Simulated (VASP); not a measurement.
# Zr (Pm-3n) in VASP: notebook

Runs on Zr. Level: r2SCAN. Tasks: single point.

Program: VASP 6.6.1. These are calculated values, not measurements. Logs are shortened: lines on timing, memory, paths and dates and some standing lists are left out, and cuts for length are marked.

### Step 1. The cell of the first run

The structure is cubic, space group Pm-3n (No. 223). Conventional cell: a = 5.704 Å, b = 5.704 Å, c = 5.704 Å, α = 90.00°, β = 90.00°, γ = 90.00°. Within 4.2 Å of Zr (site symmetry m-3) lie 12 Zr at 3.19 Å. Zr (site symmetry -4m2) has 14 Zr at 2.85 to 3.49 Å within 3.8 Å.

### Step 2. Single point, r2SCAN

POSCAR

```
Zr
1.0
    5.7035533612      0.0000000000      0.0000000000
    0.0000000000      5.7035533612      0.0000000000
    0.0000000000      0.0000000000      5.7035533612
Zr
8
Direct
    1.0000000000      1.0000000000      0.0000000000
    0.5000000000      0.5000000000      0.5000000000
    0.2500000000      0.0000000000      0.5000000000
    0.7500000000      1.0000000000      0.5000000000
    0.5000000000      0.2500000000      1.0000000000
    0.5000000000      0.7500000000      0.0000000000
    0.0000000000      0.5000000000      0.2500000000
    0.0000000000      0.5000000000      0.7500000000
```

INCAR.step1

```
PREC = Accurate
ENCUT = 520
ISMEAR = -1
SIGMA = 0.1
LREAL = F
LASPH = T
NELM = 80
NBANDS = 58
GGA = PE
ALGO = Normal
EDIFF = 1E-4
LWAVE = T
LCHARG = F
```

INCAR.step2

```
PREC = Accurate
ENCUT = 520
EDIFF = 1E-7
ISMEAR = -1
SIGMA = 0.1
LREAL = F
LASPH = T
NELM = 80
ALGO = Normal
ISIF = 2
LWAVE = F
LCHARG = F
METAGGA = R2SCAN
LMIXTAU = T
NBANDS = 58
ISTART = 1
```

KPOINTS

```
Automatic mesh
0
Gamma
  5 5 5
```

Potentials or basis: VASP PAW PBE potentials, release 64 (Zr_sv).

The run is started by

```
$ cat potpaw_PBE.64/Zr_sv/POTCAR > POTCAR
$ cp INCAR.step1 INCAR
$ mpirun -np 1 vasp_std > vasp.out
$ cp INCAR.step2 INCAR
$ mpirun -np 1 vasp_std > vasp.out
```

OUTCAR:

```text
PREC = Accurate
   ENCUT = 520
   EDIFF = 1E-7
   ISMEAR = -1
   LREAL = F
   LASPH = T
   NELM = 80
   ISIF = 2
   METAGGA = R2SCAN
   ISTART = 1

 ion  position               nearest neighbor table
   1  0.000  0.000  0.000-   3 3.19   4 3.19   5 3.19   6 3.19   7 3.19   8 3.19   3 3.19   4 3.19
                             7 3.19   8 3.19   5 3.19   6 3.19
   2  0.500  0.500  0.500-   3 3.19   4 3.19   5 3.19   6 3.19   7 3.19   8 3.19   5 3.19   6 3.19
                             3 3.19   4 3.19   7 3.19   8 3.19
   3  0.250  0.000  0.500-   4 2.85   4 2.85   1 3.19   1 3.19   2 3.19   2 3.19   8 3.49   7 3.49
                             8 3.49   7 3.49   6 3.49   5 3.49   5 3.49   6 3.49
   4  0.750  0.000  0.500-   3 2.85   3 2.85   1 3.19   1 3.19   2 3.19   2 3.19   8 3.49   7 3.49
                             8 3.49   7 3.49   6 3.49   5 3.49   5 3.49   6 3.49
   5  0.500  0.250  0.000-   6 2.85   6 2.85   1 3.19   2 3.19   2 3.19   1 3.19   8 3.49   7 3.49
                             7 3.49   8 3.49   3 3.49   4 3.49   3 3.49   4 3.49
   6  0.500  0.750  0.000-   5 2.85   5 2.85   1 3.19   2 3.19   2 3.19   1 3.19   8 3.49   7 3.49
                             7 3.49   8 3.49   3 3.49   4 3.49   3 3.49   4 3.49
   7  0.000  0.500  0.250-   8 2.85   8 2.85   1 3.19   2 3.19   1 3.19   2 3.19   3 3.49   4 3.49
                             5 3.49   3 3.49   4 3.49   6 3.49   5 3.49   6 3.49
   8  0.000  0.500  0.750-   7 2.85   7 2.85   1 3.19   2 3.19   1 3.19   2 3.19   3 3.49   4 3.49
                             5 3.49   3 3.49   4 3.49   6 3.49   5 3.49   6 3.49

  LATTYP: Found a simple cubic cell.
 ALAT       =     5.7035533612

  Lattice vectors:

 A1 = (   5.7035533612,   0.0000000000,   0.0000000000)
 A2 = (   0.0000000000,   5.7035533612,   0.0000000000)
 A3 = (   0.0000000000,   0.0000000000,   5.7035533612)

Analysis of symmetry for initial positions (statically):
=====================================================================
 Subroutine PRICEL returns:
 Original cell was already a primitive cell.

 Routine SETGRP: Setting up the symmetry group for a
 simple cubic supercell.

 Subroutine GETGRP returns: Found 48 space group operations
 (whereof 24 operations were pure point group operations)
 out of a pool of 48 trial point group operations.

The static configuration has the point symmetry T_h .
 The point group associated with its full space group is O_h .

Analysis of symmetry for dynamics (positions and initial velocities):
=====================================================================
 Subroutine PRICEL returns:
 Original cell was already a primitive cell.

 Routine SETGRP: Setting up the symmetry group for a
 simple cubic supercell.

 Subroutine GETGRP returns: Found 48 space group operations
 (whereof 24 operations were pure point group operations)
 out of a pool of 48 trial point group operations.

The dynamic configuration has the point symmetry T_h .
 The point group associated with its full space group is O_h .

 Subroutine INISYM returns: Found 48 space group operations
 (whereof 24 operations are pure point group operations),
 and found     1 'primitive' translations

----------------------------------------------------------------------------------------

                                     Primitive cell

  volume of cell :     185.5396

  direct lattice vectors                    reciprocal lattice vectors
     5.703553361  0.000000000  0.000000000     0.175329297  0.000000000  0.000000000
     0.000000000  5.703553361  0.000000000     0.000000000  0.175329297  0.000000000
     0.000000000  0.000000000  5.703553361     0.000000000  0.000000000  0.175329297

  length of vectors
     5.703553361  5.703553361  5.703553361     0.175329297  0.175329297  0.175329297

  position of ions in fractional coordinates (direct lattice)
     0.000000000  0.000000000  0.000000000
     0.500000000  0.500000000  0.500000000
     0.250000000  0.000000000  0.500000000
     0.750000000  0.000000000  0.500000000
     0.500000000  0.250000000  0.000000000
     0.500000000  0.750000000  0.000000000
     0.000000000  0.500000000  0.250000000
     0.000000000  0.500000000  0.750000000

  ion indices of the primitive-cell ions
   primitive index   ion index
                 1           1
                 2           2
                 3           3
                 4           4
                 5           5
                 6           6
                 7           7
                 8           8

----------------------------------------------------------------------------------------

 KPOINTS: Automatic mesh

Automatic generation of k-mesh.
 Grid dimensions read from file:
 generate k-points for:    5    5    5

 Generating k-lattice:

  Cartesian coordinates                     Fractional coordinates (reciprocal lattice)
     0.035065859  0.000000000  0.000000000     0.200000000  0.000000000  0.000000000
     0.000000000  0.035065859  0.000000000     0.000000000  0.200000000  0.000000000
     0.000000000  0.000000000  0.035065859     0.000000000  0.000000000  0.200000000

  Length of vectors
     0.035065859  0.035065859  0.035065859

  Shift w.r.t. Gamma in fractional coordinates (k-lattice)
     0.000000000  0.000000000  0.000000000

 Subroutine IBZKPT returns following result:
 ===========================================

 Found     10 irreducible k-points:

 Following reciprocal coordinates:
            Coordinates               Weight
  0.000000  0.000000  0.000000      1.000000
  0.200000  0.000000  0.000000      6.000000
  0.400000  0.000000  0.000000      6.000000
  0.200000  0.200000  0.000000     12.000000
  0.400000  0.200000  0.000000     24.000000
  0.400000  0.400000  0.000000     12.000000
  0.200000  0.200000  0.200000      8.000000
  0.400000  0.200000  0.200000     24.000000
  0.400000  0.400000  0.200000     24.000000
  0.400000  0.400000  0.400000      8.000000
   k-points           NKPTS =     10   k-points in BZ     NKDIM =     10   number of bands    NBANDS=     58
   number of dos      NEDOS =    301   number of ions     NIONS =      8
   total plane-waves  NPLWV =  74088
   dimension x,y,z NGX =    42 NGY =   42 NGZ =   42
   dimension x,y,z NGXF=    84 NGYF=   84 NGZF=   84
   ions per type =               8
   NGX,Y,Z   is equivalent  to a cutoff of  12.24, 12.24, 12.24 a.u.
   NGXF,Y,Z  is equivalent  to a cutoff of  24.48, 24.48, 24.48 a.u.
 SYSTEM =  unknown system
   PREC   = accura    normal or accurate (medium, high low for compatibility)
   ISTART =      1    job   : 0-new  1-cont  2-samecut
   ICHARG =      0    charge: 1-file 2-atom 10-const
   ISPIN  =      1    spin polarized calculation?
   LNONCOLLINEAR =      F non collinear calculations
   LSORBIT =      F    spin-orbit coupling
   LASPH  =      T    aspherical Exc in radial PAW
   ENCUT  =  520.0 eV  38.22 Ry    6.18 a.u.  10.60 10.60 10.60*2*pi/ulx,y,z
   NELM   =     80;   NELMIN=  2; NELMDL=  0     # of ELM steps
   EDIFF  = 0.1E-06   stopping-criterion for ELM
   LREAL  =      F    real-space projection
   EDIFFG = 0.1E-05   stopping-criterion for IOM
   NSW    =      0    number of steps for IOM
   IBRION =     -1    ionic relax: 0-MD 1-quasi-New 2-CG
   NFREE  =      0    steps in history (QN), initial steepest desc. (CG)
   ISIF   =      2    stress and relaxation
   ISYM   =      2    0-nonsym 1-usesym 2-fastsym
   POTIM  = 0.5000    time-step for ionic-motion
   TEBEG  =    0.0;   TEEND  =   0.0 temperature during run
   PSTRESS=    0.0 pullay stress
   NELECT =      96.0000    total number of electrons
   NUPDOWN=      -1.0000    fix difference up-down
   EMIN   =  10.00;   EMAX   =-10.00  energy-range for DOS
   EFERMI =   0.00;   METHOD = LEGACY
   ISMEAR =    -1;   SIGMA  =   0.10  broadening in eV -4-tet -1-fermi 0-gaus
   EFERMI_NEDOS =   21; number of points for ismear=-14 and -15
   IALGO  =     38    algorithm
   IMIX   =      4    mixing-type and parameters
     AMIX     =   0.40;   BMIX     =  1.00
     AMIX_MAG =   1.60;   BMIX_MAG =  1.00
  volume/ion in A,a.u.               =      23.19       156.51
  Fermi-wavevector in a.u.,A,eV,Ry     =   1.314275  2.483620 23.501615  1.727320
  Thomas-Fermi vector in A             =   2.444540
   LORBIT       =      0    0 simple, 1 ext, 2 COOP (PROOUT), +10 PAW based schemes
   METAGGA = R2SCAN    functional components
   LHFCALC =     F    Hartree Fock is set to
   AEXX    =    0.0000 exact exchange contribution
   IVDW    =     0    specifies the selected vdW correction
   LEPSILON=     F    determine dielectric tensor
   LRPA    =     F    only Hartree local field effects (RPA)
 non-spin polarized calculation
  energy-cutoff  :      520.00
  volume of cell :      185.54
 maximum number of plane-waves:      5013
   NGX = 21   NGY = 21   NGZ = 21

 number of electron      95.9999997 magnetization

 Free energy of the ion-electron system (eV)
  ---------------------------------------------------
  ext. energy  EPLUGINS =         0.00000000
  ---------------------------------------------------
  free energy    TOTEN  =      -180.83749723 eV

  energy without entropy =     -180.33395032  energy(sigma->0) =     -180.58572378

 E-fermi :   8.6569     XC(G=0): -11.9772

 val. band max:        8.6271279666   @ k =   0.4000   0.4000   0.2000
 cond. band min:       8.6605767086   @ k =   0.4000   0.4000   0.4000
 fundamental gap:      0.0334487420
 Fermi energy:         8.6568720036

 k-point     1 :       0.0000    0.0000    0.0000
  band No.  band energies     occupation
      1     -41.4188      2.00000
      2     -41.3012      2.00000
      3     -41.2911      2.00000
      4     -41.2911      2.00000
      5     -41.2270      2.00000
      6     -41.1232      2.00000
[... 50 lines left out ...]
     57      10.1337      0.00000
     58      11.9120      0.00000

 k-point     2 :       0.2000    0.0000    0.0000
  band No.  band energies     occupation
      1     -41.4062      2.00000
      2     -41.3081      2.00000
      3     -41.2900      2.00000
      4     -41.2801      2.00000
      5     -41.2299      2.00000
      6     -41.1392      2.00000
[... 50 lines left out ...]
     57      10.4834      0.00000
     58      11.0116      0.00000

 k-point     3 :       0.4000    0.0000    0.0000
  band No.  band energies     occupation
      1     -41.3742      2.00000
      2     -41.3365      2.00000
      3     -41.2775      2.00000
      4     -41.2665      2.00000
      5     -41.2211      2.00000
      6     -41.1794      2.00000
[... 50 lines left out ...]
     57      10.7584      0.00000
     58      11.2519      0.00000

 k-point     4 :       0.2000    0.2000    0.0000
  band No.  band energies     occupation
      1     -41.3940      2.00000
      2     -41.3060      2.00000
      3     -41.2914      2.00000
      4     -41.2737      2.00000
      5     -41.2335      2.00000
      6     -41.1426      2.00000
[... 50 lines left out ...]
     57      10.8782      0.00000
     58      11.3630      0.00000

 k-point     5 :       0.4000    0.2000    0.0000
  band No.  band energies     occupation
      1     -41.3634      2.00000
      2     -41.3278      2.00000
      3     -41.2821      2.00000
      4     -41.2601      2.00000
      5     -41.2253      2.00000
      6     -41.1813      2.00000
[... 50 lines left out ...]
     57      10.7109      0.00000
     58      10.7679      0.00000

 k-point     6 :       0.4000    0.4000    0.0000
  band No.  band energies     occupation
      1     -41.3378      2.00000
      2     -41.3149      2.00000
      3     -41.2983      2.00000
      4     -41.2388      2.00000
      5     -41.2277      2.00000
      6     -41.1888      2.00000
[... 50 lines left out ...]
     57      10.5270      0.00000
     58      10.6207      0.00000

 k-point     7 :       0.2000    0.2000    0.2000
  band No.  band energies     occupation
      1     -41.3822      2.00000
      2     -41.3047      2.00000
      3     -41.2790      2.00000
      4     -41.2790      2.00000
      5     -41.2372      2.00000
      6     -41.1424      2.00000
[... 50 lines left out ...]
     57      11.1568      0.00000
     58      11.3276      0.00000

 k-point     8 :       0.4000    0.2000    0.2000
  band No.  band energies     occupation
      1     -41.3528      2.00000
      2     -41.3202      2.00000
      3     -41.2753      2.00000
      4     -41.2631      2.00000
      5     -41.2289      2.00000
      6     -41.1831      2.00000
[... 50 lines left out ...]
     57      10.9043      0.00000
     58      11.1509      0.00000

 k-point     9 :       0.4000    0.4000    0.2000
  band No.  band energies     occupation
      1     -41.3286      2.00000
      2     -41.3105      2.00000
      3     -41.2842      2.00000
      4     -41.2397      2.00000
      5     -41.2329      2.00000
      6     -41.1903      2.00000
[... 50 lines left out ...]
     57      11.0116      0.00000
     58      11.1532      0.00000

 k-point    10 :       0.4000    0.4000    0.4000
  band No.  band energies     occupation
      1     -41.3111      2.00000
      2     -41.3040      2.00000
      3     -41.2439      2.00000
      4     -41.2428      2.00000
      5     -41.2428      2.00000
      6     -41.1901      2.00000
[... 50 lines left out ...]
     57      11.2299      0.00000
     58      11.2299      0.00000

------------------------ aborting loop because EDIFF is reached ----------------------------------------

  FORCE on cell =-STRESS in cart. coord.  units (eV):
  Direction    XX          YY          ZZ          XY          YZ          ZX
  --------------------------------------------------------------------------------------
  -------------------------------------------------------------------------------------
  Total        0.0365752      0.0365752      0.0365752     -0.0000000      0.0000000      0.0000000
  in kB        0.3158354      0.3158354      0.3158354     -0.0000000      0.0000000      0.0000000
  external PRESSURE =       0.3158354 kB  Pullay stress =       0.0000000 kB

 VOLUME and BASIS-vectors are now :
 -----------------------------------------------------------------------------
  energy-cutoff  :      520.00
  volume of cell :      185.54
      direct lattice vectors                 reciprocal lattice vectors
     5.703553361  0.000000000  0.000000000     0.175329297  0.000000000  0.000000000
     0.000000000  5.703553361  0.000000000     0.000000000  0.175329297  0.000000000
     0.000000000  0.000000000  5.703553361     0.000000000  0.000000000  0.175329297

 POSITION                                       TOTAL-FORCE (eV/Angst)
 -----------------------------------------------------------------------------------
      0.00000      0.00000      0.00000         0.000000     -0.000000     -0.000000
      2.85178      2.85178      2.85178         0.000000     -0.000000     -0.000000
      1.42589      0.00000      2.85178         0.000000      0.000000      0.000000
      4.27767      0.00000      2.85178        -0.000000      0.000000     -0.000000
      2.85178      1.42589      0.00000        -0.000000     -0.000000      0.000000
      2.85178      4.27767      0.00000         0.000000      0.000000     -0.000000
      0.00000      2.85178      1.42589         0.000000     -0.000000      0.000000
      0.00000      2.85178      4.27767        -0.000000      0.000000     -0.000000
 -----------------------------------------------------------------------------------
    total drift:                                0.000000     -0.000000     -0.000000

  FREE ENERGIE OF THE ION-ELECTRON SYSTEM (eV)
  ---------------------------------------------------
  free  energy   TOTEN  =      -180.8374972273 eV

  energy  without entropy=     -180.3339503240  energy(sigma->0) =     -180.58572378
```

It took 10 min on 1 thread of Oxide Virtual Turin-like, shared host; peak memory 0.28 GiB.

Results:

- Free energy: -180.8375 eV
- Pressure: 0.0 GPa
- Band gap on the k mesh: zero (bands 48 and 49 overlap by 0.40 eV)

Caveat: the PAW data sets were made with another functional, which shifts forces and pressure a little.

[end of part 1 of 2]

The gap in the log of VASP goes by the Fermi energy; the results here count the filled bands.